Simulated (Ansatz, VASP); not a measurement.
# Te in VASP and in Ansatz

INCAR

```
PREC     = Accurate       # precision mode
ENCUT    = 520            # plane-wave cutoff, eV
EDIFF    = 1E-7           # SCF threshold, eV
ISMEAR   = -1             # smearing method
SIGMA    = 0.05           # smearing width, eV
LREAL    = F              # projectors in reciprocal space
LASPH    = T              # aspherical terms in the spheres
NELM     = 60             # most SCF steps
ALGO     = Normal         # electronic algorithm
ISIF     = 2              # what is computed and relaxed
LWAVE    = F              # write WAVECAR
LCHARG   = T              # write CHGCAR
GGA      = CA             # functional
LELF     = T              # ELF
LVHAR    = T            
NBANDS   = 16             # bands
```

Contents of KPOINTS:

```
regular mesh
0
Gamma
  7 7 5
```

File POSCAR:

```
Te
1.0
    3.8202894285     -2.1482026000      0.0000000000
    3.8202894285      2.1482026000      0.0000000000
   -0.0942908673      0.0000000000      5.9760906531
Te
3
Direct
    0.0000000000      0.0000000000      0.0000000000
    0.3094466100      0.3094466100      0.3388094900
    0.6905533900      0.6905533900      0.6611905100
```

The input input.yaml:

```yaml
crystal:
  lattice:
    - [3.8202894285, -2.1482026, 0.0]
    - [3.8202894285, 2.1482026, 0.0]
    - [-0.0942908673, 0.0, 5.9760906531]
  atoms:
    - { symbol: Te, position: [0.0, 0.0, 0.0] }
    - { symbol: Te, position: [0.30944661, 0.30944661, 0.33880949] }
    - { symbol: Te, position: [0.69055339, 0.69055339, 0.66119051] }
kpoints:
  mp_grid: { grid: [7, 7, 5] }
  band_path:
    path:
      - [0.0, 0.0, 0.0]
      - [0.5, 0.5, -1.0]
      - [0.106348683, 0.106348683, -1.4779432529]
      - [0.5, 0.5, -0.5]
      - [0.6725256635, 0.3274743365, -0.5]
    npoints: 8
scf:
  occupations: { method: fermi_dirac, width: 0.05 }
hamiltonian:
  xc: lda
  pseudopotentials: { kind: all_electron, lapw: { basis_error: 0.002 } }
output:
  forces: true
  stress: true
  eigenvalues: true
```

Alike in both runs: functional LDA; k mesh 7 × 7 × 5; occupations fermi-dirac, width 0.05 eV; no spin polarisation.

|  | VASP | Ansatz |
| --- | --- | --- |
| version | VASP 6.6.1 | Ansatz 0.2.0 |
| potentials or method | VASP PAW LDA potentials, release 64 (Te), cutoff 520 eV | all-electron LAPW, scalar-relativistic |
| task | single point | band structure |

```tsv
	VASP	Ansatz	Ansatz less VASP
pressure (GPa)	-2.8	-2.8	-0.05
traceless stress, the component that is largest in VASP (GPa)	-0.34	-0.37	-0.025
rms of the force components (eV/Å)	0.038	0.030	-0.0083
```

LDA's correlation is that of Perdew and Zunger in VASP and of Perdew and Wang (1992) in Ansatz. Atom by atom the forces differ by 0.008 eV/Å (rms over components). Ansatz ran all-electron here, and VASP with PAW potentials.

Spin-orbit coupling is off throughout.
